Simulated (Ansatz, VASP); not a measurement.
One calculation of CdI2, two programs

Contents of POSCAR:

```
CdI2
1.0
    4.2470087538      0.0000000000      0.0000000000
   -2.1235043769      3.6780174709      0.0000000000
    0.0000000000      0.0000000000      6.8950250881
Cd I
1 2
Direct
    0.0000000000      0.0000000000      0.0000000000
    0.3333333333      0.6666666667      0.2493934742
    0.6666666667      0.3333333333      0.7506065258
```

INCAR.step1

```
PREC = Accurate
ENCUT = 400
EDIFF = 1E-5
ISMEAR = 0
SIGMA = 0.01
LREAL = F
LASPH = T
NELM = 120
ALGO = Normal
ISIF = 2
LWAVE = T
LCHARG = F
NBANDS = 20
GGA = PE
GGA_COMPAT = F
```

INCAR.step2

```
PREC = Accurate
ENCUT = 400
EDIFF = 1E-6
ISMEAR = 0
SIGMA = 0.01
LREAL = F
LASPH = T
NELM = 120
ALGO = Normal
ISIF = 2
LWAVE = F
LCHARG = F
GGA = PE
LHFCALC = T
HFSCREEN = 0.2079
PRECFOCK = Normal
NBANDS = 20
ISTART = 1
GGA_COMPAT = F
```

KPOINTS

```
regular mesh
0
Gamma
  6 6 2
```

Input for Ansatz:

```yaml
crystal:
  lattice:
    - [4.2470087538, 0.0, 0.0]
    - [-2.1235043769, 3.6780174709, 0.0]
    - [0.0, 0.0, 6.8950250881]
  atoms:
    - { symbol: Cd, position: [0.0, 0.0, 0.0] }
    - { symbol: I, position: [0.3333333333, 0.6666666667, 0.2493934742] }
    - { symbol: I, position: [0.6666666667, 0.3333333333, 0.7506065258] }
kpoints:
  mp_grid: { grid: [6, 6, 2] }
hamiltonian:
  xc: hse06
scf:
  occupations: { method: fixed }
  n_extra_bands: 4
output:
  forces: true
  stress: true
  eigenvalues: true
  write_density: true
  write_potential: true
  elf: true
  volumetric_format: npy
```

Alike in both runs: task single point; functional HSE06; k mesh 6 × 6 × 2; no spin polarisation.

```csv
,VASP,Ansatz
version,VASP 6.6.1,Ansatz 0.2.0
potentials or method,"VASP PAW PBE potentials, release 64 (Cd, I)","plane waves, PAW"
plane-wave cutoff (eV),400,420
occupations,"gaussian, width 0.01 eV",fixed
valence electrons in the cell,26,54
```

|  | VASP | Ansatz | Ansatz less VASP |
| --- | --- | --- | --- |
| gap on the k mesh at the Fermi level (eV) | 3.34 | 3.34 | -0.001 |
| pressure (GPa) | 0.6 | 0.8 | +0.17 |
| traceless stress, the component that is largest in VASP (GPa) | -0.09 | -0.08 | +0.012 |
| rms of the force components (eV/Å) | 0.030 | 0.037 | +0.0071 |

Atom by atom the forces differ by 0.007 eV/Å (rms over components). VASP's potentials hold 26 valence electrons a cell and Ansatz's 54, so a difference there can come from the potentials and not from the codes. Ansatz's warnings: stress exchange threshold loose, stress scf threshold loose.

The k mesh is coarse, so the values compare programs but aren't converged. Neither program's run includes spin-orbit coupling.
